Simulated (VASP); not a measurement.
Here is a VASP 6.6.1 calculation.

The input POSCAR:

```
Ti2O
1.0
    3.0875672489      0.0000000000      0.0000000000
   -1.5437836245      2.6739116735      0.0000000000
    0.0000000000      0.0000000000      4.4976411981
Ti O
2 1
Direct
    0.6666666667      0.3333333333      0.2707615662
    0.3333333333      0.6666666667      0.7292384338
    0.0000000000      0.0000000000      0.0000000000
```

Contents of INCAR.step1:

```
SYSTEM = Ti2O
PREC     = Accurate       ! precision mode
ENCUT    = 660            ! plane-wave cutoff, eV
ISMEAR   = 0              ! smearing method
SIGMA    = 0.15           ! smearing width, eV
LREAL    = .False.        ! projectors in reciprocal space
LASPH    = .True.         ! aspherical terms in the spheres
NELM     = 200            ! most SCF steps
LMAXMIX  = 4              ! l up to which the mixer works
LDAU     = .True.         ! DFT+U
LDAUTYPE = 2            
LDAUL    = 2 -1           ! shell
LDAUU    = 4 0            ! U, eV
LDAUJ    = 0 0          
NBANDS   = 22             ! bands
GGA      = PE             ! functional
ALGO     = Normal         ! electronic algorithm
EDIFF    = 1E-5           ! SCF threshold, eV
LWAVE    = .True.         ! write WAVECAR
LCHARG   = .False.        ! write CHGCAR
GGA_COMPAT= .False.
```

INCAR.step2

```
SYSTEM = Ti2O
PREC     = Accurate       ! precision mode
ENCUT    = 660            ! plane-wave cutoff, eV
EDIFF    = 1E-6           ! SCF threshold, eV
ISMEAR   = 0              ! smearing method
SIGMA    = 0.15           ! smearing width, eV
LREAL    = .False.        ! projectors in reciprocal space
LASPH    = .True.         ! aspherical terms in the spheres
NELM     = 200            ! most SCF steps
ALGO     = Normal         ! electronic algorithm
ISIF     = 2              ! what is computed and relaxed
LWAVE    = .False.        ! write WAVECAR
LCHARG   = .False.        ! write CHGCAR
LMAXMIX  = 4              ! l up to which the mixer works
LDAU     = .True.         ! DFT+U
LDAUTYPE = 2            
LDAUL    = 2 -1           ! shell
LDAUU    = 4 0            ! U, eV
LDAUJ    = 0 0          
LDAUPRINT= 1            
METAGGA  = R2SCAN         ! meta-GGA
LMIXTAU  = .True.       
NBANDS   = 22             ! bands
ISTART   = 1            
GGA_COMPAT= .False.
```

KPOINTS

```
regular mesh
0
Gamma
  18 18 10
  0 0 0
```

Potentials or basis: VASP PAW PBE potentials, release 64 (Ti_sv, O).

Run with:

```bash
$ cat potpaw_PBE.64/Ti_sv/POTCAR potpaw_PBE.64/O/POTCAR > POTCAR
$ cp INCAR.step1 INCAR
$ mpirun -np 1 vasp_std > vasp.out
$ cp INCAR.step2 INCAR
$ mpirun -np 1 vasp_std > vasp.out
```

Q: Estimate the pressure.

A: 6.9 GPa.

Q: Predict the largest force.

A: 0.946 eV/Å.

Forces on the atoms (eV/Å):
```
Ti   0.000  0.000 -0.946
Ti   0.000  0.000  0.946
O    0.000  0.000  0.000
```

Caveat: the cell differs from its parent crystal (strain +0.040 along x and y, -0.080 along z); the stress differs along the axes, from -4 to 30 GPa; the PAW data sets were made with another functional, which shifts forces and pressure a little; U without spin polarisation on a metal has little footing.
